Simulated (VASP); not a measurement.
# Al (P-1) in VASP: single point with PBE

Aim: the single point of Al with PBE.

All numbers are computed with VASP 6.6.1; they aren't measurements. Logs are shortened: lines on timing, memory, paths and dates and some standing lists are left out, and cuts for length are marked.

## 1. The cell of the first run

The typed cell holds 6 atoms: a = 5.914 Å, b = 9.391 Å, c = 2.813 Å, α = 49.57°, β = 119.04°, γ = 105.35°.

## 2. Single point, PBE

The input, INCAR:

```
  ALGO = Fast
  EDIFF = 1E-6
  ENCUT = 520
  GGA = PE
  ISIF = 2
  ISMEAR = 0
  LASPH = T
  LCHARG = F
  LREAL = F
  LWAVE = F
  NBANDS = 18
  NELM = 100
  PREC = Accurate
  SIGMA = 0.1
```

The input, KPOINTS:

```
k-points
0
Gamma
  6 4 18
```

The input, POSCAR:

```
Al
1.0
    5.9140254595     -0.0000524732      0.0531263090
   -2.4850905545      9.0559319096     -0.0044343011
   -1.3826523046      1.5131132146      1.9263152878
Al
6
Direct
    0.3333333333      0.6666666667      0.0000000000
    0.8333333333      0.6666666667      0.0000000000
    0.1666666667      0.3333333333      0.0000000000
    0.6666666667      0.3333333333      0.0000000000
    0.0000000000      0.0000000000      0.0000000000
    0.5000000000      0.0000000000      0.0000000000
```

Potentials or basis: VASP PAW PBE potentials, release 64 (Al).

Started as:

```console
cat potpaw_PBE.64/Al/POTCAR > POTCAR
mpirun -np 1 vasp_std > vasp.out
```

OUTCAR:

```text
EDIFF = 1E-6
   ENCUT = 520
   GGA = PE
   ISIF = 2
   ISMEAR = 0
   LASPH = T
   LREAL = F
   NELM = 100
   PREC = Accurate

 ion  position               nearest neighbor table
   1  0.333  0.667  0.000-   5 2.84   4 2.84   6 2.88   3 2.88   2 2.93   2 2.93   2 2.96   2 2.96
                             6 3.02   3 3.02
   2  0.833  0.667  0.000-   6 2.84   3 2.84   5 2.88   4 2.88   1 2.93   1 2.93   1 2.96   1 2.96
                             5 3.02   4 3.02
   3  0.167  0.333  0.000-   6 2.84   2 2.84   5 2.88   1 2.88   4 2.93   4 2.93   4 2.96   4 2.96
                             5 3.02   1 3.02
   4  0.667  0.333  0.000-   5 2.84   1 2.84   6 2.88   2 2.88   3 2.93   3 2.93   3 2.96   3 2.96
                             6 3.02   2 3.02
   5  0.000  0.000  0.000-   1 2.84   4 2.84   3 2.88   2 2.88   6 2.93   6 2.93   6 2.96   6 2.96
                             3 3.02   2 3.02
   6  0.500  0.000  0.000-   2 2.84   3 2.84   1 2.88   4 2.88   5 2.93   5 2.93   5 2.96   5 2.96
                             4 3.02   1 3.02

  LATTYP: Found a triclinic cell.
 ALAT       =     9.6834352304
 B/A-ratio  =     1.4891471806
 C/A-ratio  =     0.6050470673
 COS(alpha) =     0.0044967684
 COS(beta)  =     0.6766875689
 COS(gamma) =     0.7283185475

  Lattice vectors:

 A1 = (  -3.4289349050,  -9.0558794364,  -0.0486920079)
 A2 = (  -1.9430804140, -10.5462977462,   9.6404450412)
 A3 = (  -3.1487208503,  -3.0261739560,  -3.9057568846)

Analysis of symmetry for initial positions (statically):
=====================================================================
 Subroutine PRICEL returns following result:

  LATTYP: Found a triclinic cell.
 ALAT       =     6.1439879263
 B/A-ratio  =     1.7545431376
 C/A-ratio  =     0.8263594719
 COS(alpha) =     0.0042357841
 COS(beta)  =     0.6333033934
 COS(gamma) =     0.7748714667

  Lattice vectors:

 A1 = (   1.3482515752,  -1.5206781823,  -5.7981327334)
 A2 = (   1.6284656299,   4.5090272981,  -9.6551976101)
 A3 = (   1.2253449126,  -4.5317484386,  -1.9336915723)

   6 primitive cells build up your supercell.

 Routine SETGRP: Setting up the symmetry group for a
 triclinic supercell.

 Subroutine GETGRP returns: Found  2 space group operations
 (whereof  2 operations were pure point group operations)
 out of a pool of  2 trial point group operations.

The static configuration has the point symmetry S_2 .

Analysis of symmetry for dynamics (positions and initial velocities):
=====================================================================
 Subroutine PRICEL returns following result:

  LATTYP: Found a triclinic cell.
 ALAT       =     6.1439879263
 B/A-ratio  =     1.7545431376
 C/A-ratio  =     0.8263594719
 COS(alpha) =     0.0042357841
 COS(beta)  =     0.6333033934
 COS(gamma) =     0.7748714667

  Lattice vectors:

 A1 = (   1.3482515752,  -1.5206781823,  -5.7981327334)
 A2 = (   1.6284656299,   4.5090272981,  -9.6551976101)
 A3 = (   1.2253449126,  -4.5317484386,  -1.9336915723)

   6 primitive cells build up your supercell.

 Routine SETGRP: Setting up the symmetry group for a
 triclinic supercell.

 Subroutine GETGRP returns: Found  2 space group operations
 (whereof  2 operations were pure point group operations)
 out of a pool of  2 trial point group operations.

The dynamic configuration has the point symmetry S_2 .

 Subroutine INISYM returns: Found  2 space group operations
 (whereof  2 operations are pure point group operations),
 and found     6 'primitive' translations

----------------------------------------------------------------------------------------

                                     Primitive cell

  volume of cell :      17.2788

  direct lattice vectors                    reciprocal lattice vectors
     1.348251575 -1.520678182 -5.798132733    -3.036907480 -0.502466446 -0.746865539
     1.628465630  4.509027298 -9.655197610     1.350511072  0.260297024  0.245768895
     1.225344913 -4.531748439 -1.933691572     2.362807729  0.206934731  0.495155638

  length of vectors
     6.143987926 10.779891854  5.077142618     3.167504965  1.397153193  2.422986061

  position of ions in fractional coordinates (direct lattice)
     0.000000002  0.999999999  0.999999998

  ion indices of the primitive-cell ions
   primitive index   ion index
                 1           1

----------------------------------------------------------------------------------------

 KPOINTS: k-points

Automatic generation of k-mesh.
 Grid dimensions read from file:
 generate k-points for:    6    4   18

 Generating k-lattice:

  Cartesian coordinates                     Fractional coordinates (reciprocal lattice)
     0.028055141  0.007705670  0.014084379     0.166666667  0.000000000 -0.000000000
     0.000194090  0.027648910 -0.021578800     0.000000000  0.250000000 -0.000000000
    -0.000257814 -0.000056695  0.028699806     0.000000000  0.000000000  0.055555556

  Length of vectors
     0.032323955  0.035073416  0.028701020

  Shift w.r.t. Gamma in fractional coordinates (k-lattice)
     0.000000000  0.000000000  0.000000000

 Subroutine IBZKPT returns following result:
 ===========================================

 Found    220 irreducible k-points:

 Following reciprocal coordinates:
            Coordinates               Weight
  0.000000  0.000000  0.000000      1.000000
  0.166667  0.000000  0.000000      2.000000
  0.333333  0.000000 -0.000000      2.000000
  0.500000  0.000000 -0.000000      1.000000
  0.000000  0.250000  0.000000      2.000000
  0.166667  0.250000  0.000000      2.000000
[... 16 lines left out ...]
  0.333333  0.250000  0.055556      2.000000
  0.500000  0.250000  0.055556      2.000000
 [... further k-points ...]
   k-points           NKPTS =    220   k-points in BZ     NKDIM =    220   number of bands    NBANDS=     18
   number of dos      NEDOS =    301   number of ions     NIONS =      6
   total plane-waves  NPLWV =  80640
   dimension x,y,z NGX =    48 NGY =   70 NGZ =   24
   dimension x,y,z NGXF=    96 NGYF=  140 NGZF=   48
   ions per type =               6
   NGX,Y,Z   is equivalent  to a cutoff of  13.49, 12.39, 14.18 a.u.
   NGXF,Y,Z  is equivalent  to a cutoff of  26.98, 24.78, 28.37 a.u.
 SYSTEM =  unknown system
   PREC   = accura    normal or accurate (medium, high low for compatibility)
   ISTART =      0    job   : 0-new  1-cont  2-samecut
   ICHARG =      2    charge: 1-file 2-atom 10-const
   ISPIN  =      1    spin polarized calculation?
   LNONCOLLINEAR =      F non collinear calculations
   LSORBIT =      F    spin-orbit coupling
   LASPH  =      T    aspherical Exc in radial PAW
   ENCUT  =  520.0 eV  38.22 Ry    6.18 a.u.  11.00 17.46  5.23*2*pi/ulx,y,z
   NELM   =    100;   NELMIN=  2; NELMDL= -5     # of ELM steps
   EDIFF  = 0.1E-05   stopping-criterion for ELM
   LREAL  =      F    real-space projection
   EDIFFG = 0.1E-04   stopping-criterion for IOM
   NSW    =      0    number of steps for IOM
   IBRION =     -1    ionic relax: 0-MD 1-quasi-New 2-CG
   NFREE  =      0    steps in history (QN), initial steepest desc. (CG)
   ISIF   =      2    stress and relaxation
   ISYM   =      2    0-nonsym 1-usesym 2-fastsym
   POTIM  = 0.5000    time-step for ionic-motion
   TEBEG  =    0.0;   TEEND  =   0.0 temperature during run
   PSTRESS=    0.0 pullay stress
   NELECT =      18.0000    total number of electrons
   NUPDOWN=      -1.0000    fix difference up-down
   EMIN   =  10.00;   EMAX   =-10.00  energy-range for DOS
   EFERMI =   0.00;   METHOD = LEGACY
   ISMEAR =     0;   SIGMA  =   0.10  broadening in eV -4-tet -1-fermi 0-gaus
   EFERMI_NEDOS =   21; number of points for ismear=-14 and -15
   IALGO  =     68    algorithm
   IMIX   =      4    mixing-type and parameters
     AMIX     =   0.40;   BMIX     =  1.00
     AMIX_MAG =   1.60;   BMIX_MAG =  1.00
  volume/ion in A,a.u.               =      17.28       116.60
  Fermi-wavevector in a.u.,A,eV,Ry     =   0.913295  1.725877 11.348724  0.834108
  Thomas-Fermi vector in A             =   2.037790
   LORBIT       =      0    0 simple, 1 ext, 2 COOP (PROOUT), +10 PAW based schemes
   GGA     = PE    functional components
   LHFCALC =     F    Hartree Fock is set to
   AEXX    =    0.0000 exact exchange contribution
   IVDW    =     0    specifies the selected vdW correction
   LEPSILON=     F    determine dielectric tensor
   LRPA    =     F    only Hartree local field effects (RPA)
 non-spin polarized calculation
 RMM-DIIS sequential band-by-band and
 Gauss-broadening in eV      SIGMA  =   0.10
  energy-cutoff  :      520.00
  volume of cell :      103.67
 maximum number of plane-waves:      2812
 NGX is ok and might be reduce to    48
   NGX = 21   NGY = 35   NGZ = 11

 number of electron      18.0000000 magnetization

 Free energy of the ion-electron system (eV)
  ---------------------------------------------------
  ext. energy  EPLUGINS =         0.00000000
  ---------------------------------------------------
  free energy    TOTEN  =       -22.35150958 eV

  energy without entropy =      -22.33957907  energy(sigma->0) =      -22.34554433

 E-fermi :   7.5228     XC(G=0): -10.0303

 val. band max:        7.5226762871   @ k =   0.1667   0.5000   0.4444
 cond. band min:       7.5312839948   @ k =   0.5000  -0.2500   0.1667
 fundamental gap:      0.0086077076
 Fermi energy:         7.5228227581

 k-point     1 :       0.0000    0.0000    0.0000
  band No.  band energies     occupation
      1      -3.2922      2.00000
      2      -0.4063      2.00000
      3      -0.4063      2.00000
      4       2.1776      2.00000
      5       2.1776      2.00000
      6       4.0215      2.00000
[... 10 lines left out ...]
     17      16.1931      0.00000
     18      16.1931      0.00000

 k-point     2 :       0.1667    0.0000    0.0000
  band No.  band energies     occupation
      1      -3.1375      2.00000
      2      -0.3532      2.00000
      3      -0.1561      2.00000
      4       0.5274      2.00000
      5       2.8399      2.00000
      6       3.8076      2.00000
[... 10 lines left out ...]
     17      14.8800      0.00000
     18      16.1074      0.00000
[... 442 lines left out ...]
 k-point    24 :       0.5000    0.2500    0.0556
  band No.  band energies     occupation
      1      -2.0610      2.00000
      2      -1.5133      2.00000
      3      -0.1980      2.00000
      4       0.9307      2.00000
      5       1.7438      2.00000
      6       1.7936      2.00000
[... 10 lines left out ...]
     17      14.1925      0.00000
     18      14.2974      0.00000

 [... further k-points ...]
[... 5 lines left out ...]
  --------------------------------------------------------------------------------------
  -------------------------------------------------------------------------------------
  Total       -2.4763651     -2.7673488     -0.0196839     -0.7457378     -0.0164522     -0.0207207
  in kB      -38.2702628    -42.7671856     -0.3041986    -11.5247868     -0.2542550     -0.3202213
  external PRESSURE =     -27.1138824 kB  Pullay stress =       0.0000000 kB

 VOLUME and BASIS-vectors are now :
 -----------------------------------------------------------------------------
  energy-cutoff  :      520.00
  volume of cell :      103.67
      direct lattice vectors                 reciprocal lattice vectors
     5.914025460 -0.000052473  0.053126309     0.168330848  0.046234019  0.084506275
    -2.485090555  9.055931910 -0.004434301     0.000776360  0.110595639 -0.086315199
    -1.382652305  1.513113215  1.926315288    -0.004640649 -0.001020512  0.516596505

 POSITION                                       TOTAL-FORCE (eV/Angst)
 -----------------------------------------------------------------------------------
      0.31461      6.03727      0.01475        -0.000000      0.000000      0.000000
      3.27163      6.03724      0.04132        -0.000000      0.000000      0.000000
      0.15731      3.01864      0.00738         0.000000     -0.000000     -0.000000
      3.11432      3.01861      0.03394         0.000000     -0.000000     -0.000000
      0.00000      0.00000      0.00000         0.000000     -0.000000     -0.000000
      2.95701     -0.00003      0.02656         0.000000      0.000000     -0.000000
 -----------------------------------------------------------------------------------
    total drift:                               -0.000000     -0.000000     -0.000000

  FREE ENERGIE OF THE ION-ELECTRON SYSTEM (eV)
  ---------------------------------------------------
  free  energy   TOTEN  =       -22.3515095812 eV

  energy  without entropy=      -22.3395790744  energy(sigma->0) =      -22.34554433
```

Run time: 14 min. Hardware: 1 thread of Oxide Virtual Turin-like, shared host; peak memory 0.42 GiB.

What came out:

* Free energy: -22.3515 eV
* Pressure: -2.7 GPa
* Band gap on the k mesh: zero (band 9 reaches 9.50 eV, above the bottom of band 10 at 5.60 eV)

Stress tensor (GPa, compression positive):
```
-3.83 -1.15 -0.03
-1.15 -4.28 -0.03
-0.03 -0.03 -0.03
```
